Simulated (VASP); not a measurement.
Cd2Te: single point with PBE

Crystal: Cd2Te.

```
Cd Te
1.0
     4.30100    0.00000    0.00000
    -2.15050    3.72477    0.00000
     0.00000    0.00000    5.33916
Cd Te
2 1
Direct
  0.33333 0.66667 0.32623
  0.66667 0.33333 0.67377
  0.00000 0.00000 0.00000
```

The cell was generated, and may not be a known phase.

```json
{
  "Program": "VASP 6.6.1",
  "Task": "single point",
  "Functional": "PBE",
  "Potentials or basis": "VASP PAW PBE potentials, release 64 (Cd, Te)",
  "Cutoff": "520 eV",
  "k mesh": "12 × 12 × 8",
  "Occupations": "gaussian, width 0.1 eV",
  "Spin": "no spin polarisation",
  "Dipole correction": "no",
  "Further INCAR settings": "ALGO = Fast; EDIFF = 1e-06; NBANDS = 22"
}
```

The pressure is 0.1 GPa. The largest force is 0.004 eV/Å and the band gap on the k mesh is zero (bands 15 and 16 overlap by 2.71 eV).

Forces on the atoms (eV/Å):
```
Cd   0.000  0.000  0.004
Cd   0.000  0.000 -0.004
Te   0.000  0.000  0.000
```

Levels at points of the mesh, in eV from the Fermi level:
```tsv
k point	band 13	band 14	band 15	band 16	band 17	band 18
(0.00, 0.00, 0.00)	-3.52	-0.52	-0.52	2.93	3.88	3.88
(0.50, 0.00, 0.00)	-1.97	-1.81	-1.05	0.07	1.27	4.37
(0.00, 0.00, 0.50)	-0.55	-0.55	0.61	1.12	5.22	5.22
(0.50, 0.00, 0.50)	-3.52	-2.92	-1.26	2.04	2.08	2.73
```

It took 4.3 min on 1 thread of Intel Xeon 8259CL, on a shared host, peak memory 0.37 GiB.

Caveat: spin-orbit coupling is left out, which moves the levels of the heavy elements.
